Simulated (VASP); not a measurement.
**Al3Cu2: single point with PBEsol**

The system is Al3Cu2.

```xyz
5
Lattice="4.0565 0.0000 0.0000 -2.0282 3.5130 0.0000 0.0000 0.0000 4.9335" Properties=species:S:1:pos:R:3 pbc="T T T"
Al    0.0000    0.0000    0.0000
Al    0.0000    2.3420    1.7355
Al    2.0282    1.1710    3.1979
Cu    0.0000    2.3420    4.1563
Cu    2.0282    1.1710    0.7771
```

This cell differs from its parent crystal: volume scaled by 0.97, then relaxed in part.

```json
{"Program": "VASP 6.6.1", "Task": "single point", "Functional": "PBEsol", "Potentials or basis": "VASP PAW PBE potentials, release 64 (Al, Cu)", "Cutoff": "520 eV", "k mesh": "12 × 12 × 8", "Occupations": "gaussian, width 0.1 eV", "Spin": "no spin polarisation", "Dipole correction": "no", "Further INCAR settings": "ALGO = Fast; EDIFF = 1e-06; NBANDS = 24"}
```

```json
{"Pressure": "4.0 GPa", "Largest force": "0.008 eV/Å"}
```

Forces in eV/Å, atoms in the order of the input:
```
Al   0.000  0.000  0.000
Al   0.000  0.000  0.008
Al   0.000  0.000 -0.008
Cu   0.000  0.000  0.004
Cu   0.000  0.000 -0.004
```

Levels at points of the mesh, in eV from the Fermi level:
```csv
k point,band 11,band 12,band 13,band 14,band 15,band 16,band 17,band 18,band 19,band 20
"(0.00, 0.00, 0.00)",-4.25,-3.76,-3.73,-0.23,-0.23,1.35,1.35,2.66,2.99,5.46
"(0.50, 0.00, 0.00)",-4.39,-4.21,-3.15,-3.07,-2.65,-0.74,0.01,0.35,3.08,3.84
"(0.00, 0.00, 0.50)",-4.29,-4.29,1.20,1.20,1.29,1.29,1.78,2.48,2.48,2.55
"(0.50, 0.00, 0.50)",-4.42,-4.32,-4.24,-3.60,-1.83,-0.19,0.74,1.02,5.19,5.47
```

Wall time 3.6 min on 1 thread of Intel(R) Xeon(R) 6975P-C (Granite Rapids), with other jobs on the host, peak memory 0.31 GiB.

Caveat: the PAW data sets were made with another functional, which shifts forces and pressure a little.
